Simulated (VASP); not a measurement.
**YI2: single point with PBE**

YI2, a sheet with vacuum:

```
Y I
1.0
     3.75900    0.00000    0.00000
     0.00000    3.75900    0.00000
     0.00000    0.00000   18.00000
Y I
1 2
Direct
  0.00000 0.00000 0.50000
  0.50000 0.50000 0.60151
  0.50000 0.50000 0.39849
```

| Item | Value |
| --- | --- |
| Program | VASP 6.6.1 |
| Task | single point |
| Functional | PBE |
| Potentials or basis | VASP PAW PBE potentials, release 64 (Y_sv, I) |
| Cutoff | 520 eV |
| k mesh | 4 × 4 × 1 |
| Occupations | gaussian, width 0.1 eV |
| Spin | no spin polarisation |
| Dipole correction | yes |
| Further INCAR settings | ALGO = Normal; EDIFF = 1e-06; NBANDS = 20 |

| Item | Value |
| --- | --- |
| Largest force | 0.129 eV/Å |

Forces on the atoms (eV/Å):
```
Y    0.000  0.000  0.000
I    0.000  0.000  0.129
I    0.000  0.000 -0.129
```

Levels at points of the mesh, in eV from the Fermi level:
| k point | band 9 | band 10 | band 11 | band 12 | band 13 | band 14 | band 15 | band 16 | band 17 | band 18 |
| --- | --- | --- | --- | --- | --- | --- | --- | --- | --- | --- |
| (0.00, 0.00, 0.00) | -3.14 | -3.14 | -2.94 | -2.94 | -1.39 | 0.41 | 1.66 | 2.31 | 2.94 | 3.01 |
| (0.50, 0.00, 0.00) | -4.95 | -3.54 | -3.19 | -2.25 | -0.79 | 1.38 | 1.75 | 2.35 | 2.77 | 3.81 |
| (0.50, 0.50, 0.00) | -5.43 | -5.43 | -5.10 | -2.69 | -0.11 | 2.26 | 2.26 | 2.31 | 3.01 | 3.13 |

It took 75 s on 1 thread of AMD EPYC 7R43 64-Core Processor (Zen 3) (shared host), peak memory 0.28 GiB.

Caveat: the k points lie up to 0.42 Å⁻¹ apart; spin-orbit coupling is left out, which moves the levels of the heavy elements; an odd number of electrons without spin polarisation forces a metal; a magnetic or distorted state may lie lower.
